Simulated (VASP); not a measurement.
Wanted: the native input for a VASP 6.6.1 run.

- Task: single point
- Functional: PBE exchange alone
- Potentials or basis: VASP PAW PBE potentials, release 64 (Pb_d, Te)
- Cutoff: 520 eV
- k mesh: 7 × 7 × 7
- Occupations: fermi-dirac, width 0.05 eV
- Spin: no spin polarisation
- Dipole correction: no
- Further INCAR settings: ALGO = Normal; EDIFF = 1e-06; NBANDS = 17

The structure of TePb lies in POSCAR:

```
TePb
1.0
    0.0000000000      3.2943690292      3.2943690292
    3.2943690292      0.0000000000      3.2943690292
    3.2943690292      3.2943690292      0.0000000000
Pb Te
1 1
Direct
    0.0000000000      0.0000000000      0.0000000000
    0.5000000000      0.5000000000      0.5000000000
```

These files were run (other wordings do the same):

INCAR

```
SYSTEM = TePb
PREC = Accurate ; ENCUT = 520
EDIFF = 1E-6 ; ISMEAR = -1
SIGMA = 0.05 ; LREAL = .False.
LASPH = .True. ; NELM = 80
ALGO = Normal ; ISIF = 2
LWAVE = .False. ; LCHARG = .True.
GGA = PE ; ALDAC = 0.0
AGGAC = 0.0 ; LELF = .True.
LVHAR = .True. ; NBANDS = 17
```

KPOINTS

```
regular mesh
0
Gamma
  7 7 7
  0 0 0
```

Potentials or basis: VASP PAW PBE potentials, release 64 (Pb_d, Te).

Run with:

```console
$ cat potpaw_PBE.64/Pb_d/POTCAR potpaw_PBE.64/Te/POTCAR > POTCAR
$ mpirun -np 1 vasp_std > vasp.out
```

It gave:

- Pressure: 6.8 GPa

It took 26 s on 1 thread of Intel Xeon 6975P-C (shared host), peak memory 0.21 GiB.
